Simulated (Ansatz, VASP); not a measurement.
Two plane-wave programs on CdF2

INCAR

```
SYSTEM = CdF2
  PREC = Accurate
  ENCUT = 520
  EDIFF = 1E-6
  ISMEAR = 0
  SIGMA = 0.05
  LREAL = .False.
  LASPH = .True.
  NELM = 100
  ALGO = Normal
  ISIF = 2
  LWAVE = .False.
  LCHARG = .False.
  GGA = PS
  NBANDS = 20
```

Contents of KPOINTS:

```
Automatic mesh
0
Gamma
  8 8 8
  0 0 0
```

Contents of POSCAR:

```
CdF2
1.0
    0.0000000000      2.7094598091      2.5512273563
    2.7094598091      0.0000000000      2.5512273563
    2.7094598091      2.7094598091      0.0000000000
Cd F
1 2
Direct
    0.0000000000      0.0000000000      0.0000000000
    0.2500000000      0.2500000000      0.2500000000
    0.7500000000      0.7500000000      0.7500000000
```

Input for Ansatz:

```yaml
crystal:
  lattice:
    - [0.0, 2.7094598091, 2.5512273563]
    - [2.7094598091, 0.0, 2.5512273563]
    - [2.7094598091, 2.7094598091, 0.0]
  atoms:
    - { symbol: Cd, position: [0.0, 0.0, 0.0] }
    - { symbol: F, position: [0.25, 0.25, 0.25] }
    - { symbol: F, position: [0.75, 0.75, 0.75] }
basis:
  ecutwfc: 520.0
kpoints:
  mp_grid: { grid: [8, 8, 8] }
hamiltonian:
  xc: pbesol
scf:
  occupations: { method: gaussian, width: 0.05 }
output:
  forces: true
  stress: true
  eigenvalues: true
```

Alike in both runs: task single point; functional PBEsol; k mesh 8 × 8 × 8; occupations gaussian, width 0.05 eV; no spin polarisation.

|  | VASP | Ansatz |
| --- | --- | --- |
| version | VASP 6.6.1 | Ansatz 0.2.0 |
| potentials or method | VASP PAW PBE potentials, release 64 (Cd, F), cutoff 520 eV | scalar-relativistic, plane waves, PAW |
| valence electrons in the cell | 26 | 34 |

Ansatz gave:

```
gap on the k mesh at the Fermi level (eV)                     : 2.97
least direct gap on the mesh (eV)                             : 3.42
pressure (GPa)                                                : 4.8
traceless stress, the component that is largest in VASP (GPa) : 4.72
```

Task: What did VASP give for the same quantities?

Result: gap on the k mesh at the Fermi level (eV): 2.94; least direct gap on the mesh (eV): 3.39; pressure (GPa): 5.8; traceless stress, the component that is largest in VASP (GPa): 4.64.

VASP's potentials were made for PBE, not for PBEsol. VASP's potentials hold 26 valence electrons a cell and Ansatz's 34, so a difference there can come from the potentials and not from the codes.
